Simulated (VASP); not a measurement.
Input of a VASP 6.6.1 run:

The input INCAR:

```
SYSTEM = TiO2
PREC     = Accurate       ! precision mode
ENCUT    = 910            ! plane-wave cutoff, eV
EDIFF    = 1E-6           ! SCF threshold, eV
ISMEAR   = 0              ! smearing method
SIGMA    = 0.02           ! smearing width, eV
LREAL    = .FALSE.        ! projectors in reciprocal space
LASPH    = .TRUE.         ! aspherical terms in the spheres
NELM     = 200            ! most SCF steps
ALGO     = Normal         ! electronic algorithm
ISIF     = 2              ! what is computed and relaxed
LWAVE    = .FALSE.        ! write WAVECAR
LCHARG   = .TRUE.         ! write CHGCAR
LMAXMIX  = 4              ! l up to which the mixer works
LDAU     = .TRUE.         ! DFT+U
LDAUTYPE = 2            
LDAUL    = 2 -1           ! shell
LDAUU    = 4 0            ! U, eV
LDAUJ    = 0 0          
LDAUPRINT= 1            
GGA      = PE             ! functional
LELF     = .TRUE.         ! ELF
LVHAR    = .TRUE.       
NBANDS   = 33             ! bands
GGA_COMPAT= .FALSE.
```

The input KPOINTS:

```
regular mesh
0
G
  6 6 10
  0 0 0
```

Contents of POSCAR:

```
TiO2
1.0
    4.5940680237      0.0000000000      0.0000000000
    0.0000000000      4.5940680237      0.0000000000
    0.0000000000      0.0000000000      3.0962960783
Ti O
2 4
Direct
    0.5000000000      0.5000000000      0.0000000000
    0.0000000000      0.0000000000      0.5000000000
    0.6940232295      0.6940232295      0.5000000000
    0.8059767705      0.1940232295      0.0000000000
    0.1940232295      0.8059767705      0.0000000000
    0.3059767705      0.3059767705      0.5000000000
```

Potentials or basis: VASP PAW PBE potentials, release 64 (Ti_sv, O_h).

The run is started by

```bash
$ cat potpaw_PBE.64/Ti_sv/POTCAR potpaw_PBE.64/O_h/POTCAR > POTCAR
$ mpirun -np 1 vasp_std > vasp.out
```

Q: What does it give for the largest force?

A: 0.089 eV/Å.

Q: Predict the pressure.

A: 0.1 GPa.

Q: Predict the band gap on the k mesh.

A: 2.27 eV.

Stress tensor (GPa, compression positive):
```
 3.29  0.00  0.00
 0.00  3.29  0.00
 0.00  0.00 -6.39
```

Caveat: the cutoff is under 1.25 times the usual one of these potentials, so pressure, stress and relaxed cells hold a basis-set (Pulay) error. A k mesh can miss the band edges.
